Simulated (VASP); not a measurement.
# W (Fm-3m) in VASP: settings compared

W is run at these levels: LDA, r2SCAN; tasks: electric field gradients.

Everything below comes from runs of VASP 6.6.1. Logs are shortened: lines on timing, memory, paths and dates and some standing lists are left out, and cuts for length are marked.

### 1 The cell of the first run

The structure is cubic, space group Fm-3m (No. 225). The conventional cell has a = 4.005 Å, b = 4.005 Å, c = 4.005 Å, α = 90.00°, β = 90.00°, γ = 90.00°. Within 3.7 Å of W (site symmetry m-3m) lie 12 W at 2.83 Å.

This isn't the form of W at room conditions, which is bcc.

### 2 Electric field gradients, LDA (16.06 Å³/atom)

INCAR reads:

```
ALGO = Normal
EDIFF = 1E-8
ENCUT = 400
GGA = CA
GGA_COMPAT = F
ISIF = 2
ISMEAR = -1
LASPH = T
LCHARG = F
LEFG = T
LREAL = F
LWAVE = F
NBANDS = 13
NELM = 120
PREC = Accurate
SIGMA = 0.05
```

KPOINTS reads:

```
k-points
0
Gamma
  14 14 14
```

POSCAR reads:

```
W
1.0
    0.0000000000      2.0025642044      2.0025642044
    2.0025642044      0.0000000000      2.0025642044
    2.0025642044      2.0025642044      0.0000000000
W
1
Direct
    0.0000000000      0.0000000000      0.0000000000
```

Potentials or basis: VASP PAW LDA potentials, release 64 (W_sv).

Launch:

```
$ cat potpaw_LDA.64/W_sv/POTCAR > POTCAR
$ mpirun -np 1 vasp_std > vasp.out
```

OUTCAR:

```text
EDIFF = 1E-8
   ENCUT = 400
   GGA = CA
   ISIF = 2
   ISMEAR = -1
   LASPH = T
   LREAL = F
   NELM = 120
   PREC = Accurate

 ion  position               nearest neighbor table
   1  0.000  0.000  0.000-

  LATTYP: Found a face centered cubic cell.
 ALAT       =     4.0051284088

  Lattice vectors:

 A1 = (   0.0000000000,   2.0025642044,   2.0025642044)
 A2 = (   2.0025642044,   0.0000000000,   2.0025642044)
 A3 = (   2.0025642044,   2.0025642044,   0.0000000000)

Analysis of symmetry for initial positions (statically):
=====================================================================
 Subroutine PRICEL returns:
 Original cell was already a primitive cell.

 Routine SETGRP: Setting up the symmetry group for a
 face centered cubic supercell.

 Subroutine GETGRP returns: Found 48 space group operations
 (whereof 48 operations were pure point group operations)
 out of a pool of 48 trial point group operations.

The static configuration has the point symmetry O_h .

Analysis of symmetry for dynamics (positions and initial velocities):
=====================================================================
 Subroutine PRICEL returns:
 Original cell was already a primitive cell.

 Routine SETGRP: Setting up the symmetry group for a
 face centered cubic supercell.

 Subroutine GETGRP returns: Found 48 space group operations
 (whereof 48 operations were pure point group operations)
 out of a pool of 48 trial point group operations.

The dynamic configuration has the point symmetry O_h .

 Subroutine INISYM returns: Found 48 space group operations
 (whereof 48 operations are pure point group operations),
 and found     1 'primitive' translations

----------------------------------------------------------------------------------------

                                     Primitive cell

  volume of cell :      16.0616

  direct lattice vectors                    reciprocal lattice vectors
     0.000000000  2.002564204  2.002564204    -0.249679885  0.249679885  0.249679885
     2.002564204  0.000000000  2.002564204     0.249679885 -0.249679885  0.249679885
     2.002564204  2.002564204  0.000000000     0.249679885  0.249679885 -0.249679885

  length of vectors
     2.832053457  2.832053457  2.832053457     0.432458246  0.432458246  0.432458246

  position of ions in fractional coordinates (direct lattice)
     0.000000000  0.000000000  0.000000000

  ion indices of the primitive-cell ions
   primitive index   ion index
                 1           1

----------------------------------------------------------------------------------------

 KPOINTS: k-points

Automatic generation of k-mesh.
 Grid dimensions read from file:
 generate k-points for:   14   14   14

 Generating k-lattice:

  Cartesian coordinates                     Fractional coordinates (reciprocal lattice)
    -0.017834277  0.017834277  0.017834277     0.071428571  0.000000000  0.000000000
     0.017834277 -0.017834277  0.017834277     0.000000000  0.071428571  0.000000000
     0.017834277  0.017834277 -0.017834277     0.000000000  0.000000000  0.071428571

  Length of vectors
     0.030889875  0.030889875  0.030889875

  Shift w.r.t. Gamma in fractional coordinates (k-lattice)
     0.000000000  0.000000000  0.000000000

 Subroutine IBZKPT returns following result:
 ===========================================

 Found    104 irreducible k-points:

 Following reciprocal coordinates:
            Coordinates               Weight
  0.000000  0.000000  0.000000      1.000000
  0.071429  0.000000  0.000000      8.000000
  0.142857  0.000000  0.000000      8.000000
  0.214286  0.000000  0.000000      8.000000
  0.285714  0.000000  0.000000      8.000000
  0.357143  0.000000  0.000000      8.000000
[... 16 lines left out ...]
  0.214286  0.142857  0.000000     24.000000
  0.285714  0.142857  0.000000     24.000000
 [... further k-points ...]
   k-points           NKPTS =    104   k-points in BZ     NKDIM =    104   number of bands    NBANDS=     13
   number of dos      NEDOS =    301   number of ions     NIONS =      1
   total plane-waves  NPLWV =   5832
   dimension x,y,z NGX =    18 NGY =   18 NGZ =   18
   dimension x,y,z NGXF=    36 NGYF=   36 NGZF=   36
   ions per type =               1
   NGX,Y,Z   is equivalent  to a cutoff of  10.57, 10.57, 10.57 a.u.
   NGXF,Y,Z  is equivalent  to a cutoff of  21.13, 21.13, 21.13 a.u.
 SYSTEM =  unknown system
   PREC   = accura    normal or accurate (medium, high low for compatibility)
   ISTART =      0    job   : 0-new  1-cont  2-samecut
   ICHARG =      2    charge: 1-file 2-atom 10-const
   ISPIN  =      1    spin polarized calculation?
   LNONCOLLINEAR =      F non collinear calculations
   LSORBIT =      F    spin-orbit coupling
   LASPH  =      T    aspherical Exc in radial PAW
   ENCUT  =  400.0 eV  29.40 Ry    5.42 a.u.   4.62  4.62  4.62*2*pi/ulx,y,z
   NELM   =    120;   NELMIN=  2; NELMDL= -5     # of ELM steps
   EDIFF  = 0.1E-07   stopping-criterion for ELM
   LREAL  =      F    real-space projection
   EDIFFG = 0.1E-06   stopping-criterion for IOM
   NSW    =      0    number of steps for IOM
   IBRION =     -1    ionic relax: 0-MD 1-quasi-New 2-CG
   NFREE  =      0    steps in history (QN), initial steepest desc. (CG)
   ISIF   =      2    stress and relaxation
   ISYM   =      2    0-nonsym 1-usesym 2-fastsym
   POTIM  = 0.5000    time-step for ionic-motion
   TEBEG  =    0.0;   TEEND  =   0.0 temperature during run
   PSTRESS=    0.0 pullay stress
   NELECT =      14.0000    total number of electrons
   NUPDOWN=      -1.0000    fix difference up-down
   EMIN   =  10.00;   EMAX   =-10.00  energy-range for DOS
   EFERMI =   0.00;   METHOD = LEGACY
   ISMEAR =    -1;   SIGMA  =   0.05  broadening in eV -4-tet -1-fermi 0-gaus
   EFERMI_NEDOS =   21; number of points for ismear=-14 and -15
   IALGO  =     38    algorithm
   IMIX   =      4    mixing-type and parameters
     AMIX     =   0.40;   BMIX     =  1.00
     AMIX_MAG =   1.60;   BMIX_MAG =  1.00
  volume/ion in A,a.u.               =      16.06       108.39
  Fermi-wavevector in a.u.,A,eV,Ry     =   1.563823  2.955198 33.273644  2.445544
  Thomas-Fermi vector in A             =   2.666538
   LORBIT       =      0    0 simple, 1 ext, 2 COOP (PROOUT), +10 PAW based schemes
   GGA     = CA    functional components
   LHFCALC =     F    Hartree Fock is set to
   AEXX    =    0.0000 exact exchange contribution
   IVDW    =     0    specifies the selected vdW correction
   LEPSILON=     F    determine dielectric tensor
   LRPA    =     F    only Hartree local field effects (RPA)
 non-spin polarized calculation
  energy-cutoff  :      400.00
  volume of cell :       16.06
 maximum number of plane-waves:       303
   NGX =  9   NGY =  9   NGZ =  9

 number of electron      14.0000007 magnetization

 Free energy of the ion-electron system (eV)
  ---------------------------------------------------
  ext. energy  EPLUGINS =         0.00000000
  ---------------------------------------------------
  free energy    TOTEN  =       -13.61194384 eV

  energy without entropy =      -13.60185371  energy(sigma->0) =      -13.60689878

 E-fermi :  10.6191     XC(G=0): -13.7453

 val. band max:       10.6007442390   @ k =  -0.1429   0.0714   0.0000
 cond. band min:      10.6334170143   @ k =   0.2143   0.1429   0.0714
 fundamental gap:      0.0326727753
 Fermi energy:        10.6191078478

 k-point     1 :       0.0000    0.0000    0.0000
  band No.  band energies     occupation
      1     -62.5354      2.00000
      2     -26.3821      2.00000
      3     -26.3821      2.00000
      4     -26.3821      2.00000
      5       1.6430      2.00000
      6      10.0418      1.99998
      7      10.0418      1.99998
      8      10.0418      1.99998
      9      13.2278      0.00000
     10      13.2278      0.00000
     11      23.5567      0.00000
     12      28.8139      0.00000
     13      28.8139      0.00000

 k-point     2 :       0.0714    0.0000    0.0000
  band No.  band energies     occupation
      1     -62.5294      2.00000
      2     -26.4489      2.00000
      3     -26.3905      2.00000
      4     -26.3905      2.00000
      5       1.8735      2.00000
      6       9.8680      2.00000
      7      10.1486      1.99984
      8      10.1486      1.99984
      9      13.1300      0.00000
     10      13.1300      0.00000
     11      24.0153      0.00000
     12      27.8948      0.00000
     13      29.2459      0.00000

 k-point     3 :       0.1429    0.0000    0.0000
  band No.  band energies     occupation
      1     -62.5128      2.00000
      2     -26.6331      2.00000
      3     -26.4142      2.00000
      4     -26.4142      2.00000
      5       2.5205      2.00000
      6       9.4664      2.00000
      7      10.3939      1.97814
      8      10.3939      1.97814
      9      12.9627      0.00000
     10      12.9627      0.00000
     11      25.0600      0.00000
     12      26.5227      0.00000
     13      30.4734      0.00000

 k-point     4 :       0.2143    0.0000    0.0000
  band No.  band energies     occupation
      1     -62.4886      2.00000
      2     -26.8921      2.00000
      3     -26.4480      2.00000
      4     -26.4480      2.00000
      5       3.4321      2.00000
      6       9.1186      2.00000
      7      10.5298      1.71302
      8      10.5298      1.71302
      9      13.0724      0.00000
     10      13.0724      0.00000
     11      24.4609      0.00000
     12      27.2510      0.00000
     13      32.3355      0.00000

 k-point     5 :       0.2857    0.0000    0.0000
  band No.  band energies     occupation
      1     -62.4617      2.00000
      2     -27.1705      2.00000
      3     -26.4853      2.00000
      4     -26.4853      2.00000
      5       4.3056      2.00000
      6       9.1812      2.00000
      7      10.3755      1.98481
      8      10.3755      1.98481
      9      13.6962      0.00000
     10      13.6962      0.00000
     11      23.2763      0.00000
     12      27.6856      0.00000
     13      33.8072      0.00000
[... 257 lines left out ...]
 k-point    22 :       0.1429    0.1429    0.0000
  band No.  band energies     occupation
      1     -62.5053      2.00000
      2     -26.6257      2.00000
      3     -26.4696      2.00000
      4     -26.4696      2.00000
      5       2.8185      2.00000
      6       8.9875      2.00000
      7      10.7797      0.07744
      8      10.7797      0.07744
      9      11.8977      0.00000
     10      13.6303      0.00000
     11      25.8599      0.00000
     12      27.7450      0.00000
     13      29.5695      0.00000

 k-point    23 :       0.2143    0.1429    0.0000
  band No.  band energies     occupation
      1     -62.4872      2.00000
      2     -26.7939      2.00000
      3     -26.5126      2.00000
      4     -26.5024      2.00000
      5       3.5250      2.00000
      6       8.5611      2.00000
      7      10.8259      0.03147
      8      11.1228      0.00008
      9      11.7871      0.00000
     10      13.8511      0.00000
     11      26.7238      0.00000
     12      27.3230      0.00000
     13      30.1223      0.00000

 k-point    24 :       0.2857    0.1429    0.0000
  band No.  band energies     occupation
      1     -62.4637      2.00000
      2     -27.0224      2.00000
      3     -26.5549      2.00000
      4     -26.5421      2.00000
      5       4.4244      2.00000
      6       8.2896      2.00000
      7      10.2330      1.99912
      8      11.2384      0.00001
      9      12.6585      0.00000
     10      14.3212      0.00000
     11      25.4864      0.00000
     12      28.5449      0.00000
     13      30.8252      0.00000

 [... further k-points ...]
[... 5 lines left out ...]
  --------------------------------------------------------------------------------------
  -------------------------------------------------------------------------------------
  Total       -0.5415790     -0.5415790     -0.5415790      0.0000000      0.0000000      0.0000000
  in kB      -54.0235394    -54.0235394    -54.0235394      0.0000000      0.0000000      0.0000000
  external PRESSURE =     -54.0235394 kB  Pullay stress =       0.0000000 kB

 VOLUME and BASIS-vectors are now :
 -----------------------------------------------------------------------------
  energy-cutoff  :      400.00
  volume of cell :       16.06
      direct lattice vectors                 reciprocal lattice vectors
     0.000000000  2.002564204  2.002564204    -0.249679885  0.249679885  0.249679885
     2.002564204  0.000000000  2.002564204     0.249679885 -0.249679885  0.249679885
     2.002564204  2.002564204  0.000000000     0.249679885  0.249679885 -0.249679885

 POSITION                                       TOTAL-FORCE (eV/Angst)
 -----------------------------------------------------------------------------------
      0.00000      0.00000      0.00000        -0.000000     -0.000000     -0.000000
 -----------------------------------------------------------------------------------
    total drift:                               -0.000000      0.000000      0.000000

  FREE ENERGIE OF THE ION-ELECTRON SYSTEM (eV)
  ---------------------------------------------------
  free  energy   TOTEN  =       -13.6119438429 eV

  energy  without entropy=      -13.6018537140  energy(sigma->0) =      -13.60689878

 Electric field gradients (V/A^2)
---------------------------------------------------------------------
 ion       V_xx      V_yy      V_zz      V_xy      V_xz      V_yz
---------------------------------------------------------------------
   1       0.000     0.000    -0.000     0.001     0.001     0.001
---------------------------------------------------------------------

 Electric field gradients after diagonalization (V/A^2)
 (convention: |V_zz| > |V_xx| > |V_yy|)
----------------------------------------------------------------------
 ion       V_xx      V_yy      V_zz     asymmetry (V_yy - V_xx)/ V_zz
----------------------------------------------------------------------
   1      -0.001    -0.001     0.001       0.000
----------------------------------------------------------------------

           NMR quadrupolar parameters

 Cq : quadrupolar parameter    Cq=e*Q*V_zz/h
 eta: asymmetry parameters     (V_yy - V_xx)/ V_zz
 Q  : nuclear electric quadrupole moment in mb (millibarn)
----------------------------------------------------------------------
 ion       Cq(MHz)       eta       Q (mb)
----------------------------------------------------------------------
   1       0.000       0.000       1.000
----------------------------------------------------------------------
```

Wall time 19 s (1 thread of Intel Xeon 8259CL, shared host); peak memory 0.12 GiB.

Results:

```yaml
Free_energy: -13.6119 eV
Pressure: -5.4 GPa
Band_gap_on_the_k_mesh: zero (bands 7 and 8 overlap by 3.93 eV)
Largest_electric_field_gradient_by_atom: under 0.05 V/Å² on every atom
```

Caveat: the cell stands under tension; spin-orbit coupling is left out, which moves the levels of the heavy elements.

(Part 1 of 2 ends here.)

The gap in the log of VASP goes by the Fermi energy; the results here count the filled bands.